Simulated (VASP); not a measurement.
Here is a VASP 6.6.1 calculation.

INCAR

```
ALGO = Normal
EDIFF = 1E-6
ENCUT = 520
GGA = PE
GGA_COMPAT = F
ISIF = 2
ISMEAR = 0
LASPH = T
LCHARG = T
LELF = T
LREAL = Auto
LVHAR = T
LWAVE = F
NBANDS = 72
NELM = 120
PREC = Accurate
SIGMA = 0.1
```

File KPOINTS:

```
k-points
0
Gamma
  3 3 3
```

POSCAR

```
Al32N
1.0
    8.1000000000      0.0000000000      0.0000000000
    0.0000000000      8.1000000000      0.0000000000
    0.0000000000      0.0000000000      8.1000000000
Al N
32 1
Direct
    0.4989583951     -0.0017166667     -0.0013495062
    0.7451607407      0.2511256790     -0.0011527160
    0.7446682716      0.0015682716      0.2484246914
   -0.0055487654      0.0019470370     -0.0048611111
    0.2453862963      0.2521387654     -0.0021475309
    0.4978148148      0.4985893827     -0.0010886420
    0.7453229630      0.7508887654     -0.0013354321
    0.2553301235      0.0102723457      0.2397259259
    0.4989518519      0.2513571605      0.2516954321
    0.7429291358      0.4974729630      0.2514958025
    0.4990164198      0.0018806173      0.5013890123
    0.7453608642      0.2513088889      0.4990834568
    0.7429040741     -0.0015317284      0.7525119753
   -0.0022497531      0.4979579012     -0.0022938272
    0.2474514815      0.7483432099     -0.0041351852
   -0.0055416049      0.2548106173      0.2480627160
    0.2491498765      0.4975719753      0.2481782716
    0.4990071605      0.7485730864      0.2481118519
   -0.0126033333      0.0072891358      0.5113424691
    0.2474559259      0.2541435802      0.5016585185
    0.4975125926      0.4976702469      0.4997597531
    0.7409886420      0.7477140741      0.5022651852
    0.2491864198      0.0018170370      0.7524400000
    0.4978325926      0.2510676543      0.7513834568
    0.7451155556      0.4983340741      0.7516427160
   -0.0126362963      0.7387591358      0.2426720988
   -0.0056229630      0.4977460494      0.5021377778
    0.2525262963      0.7441227160      0.5058708642
   -0.0022377778      0.2523491358      0.7520280247
    0.2458604938      0.4983792593      0.7516229630
    0.4975000000      0.7502134568      0.7523028395
   -0.0056238272      0.7478071605      0.7522860494
    0.1189751852      0.8786572840      0.3713711111
```

Potentials or basis: VASP PAW PBE potentials, release 64 (Al, N).

Command:

```sh
$ cat potpaw_PBE.64/Al/POTCAR potpaw_PBE.64/N/POTCAR > POTCAR
$ mpirun -np 1 vasp_std > vasp.out
```

(1) Estimate the band gap on the k mesh.

(2) Predict the largest force.

Results:

(1) zero (an odd number of electrons rules out a gap without spin polarisation).

(2) 0.139 eV/Å.
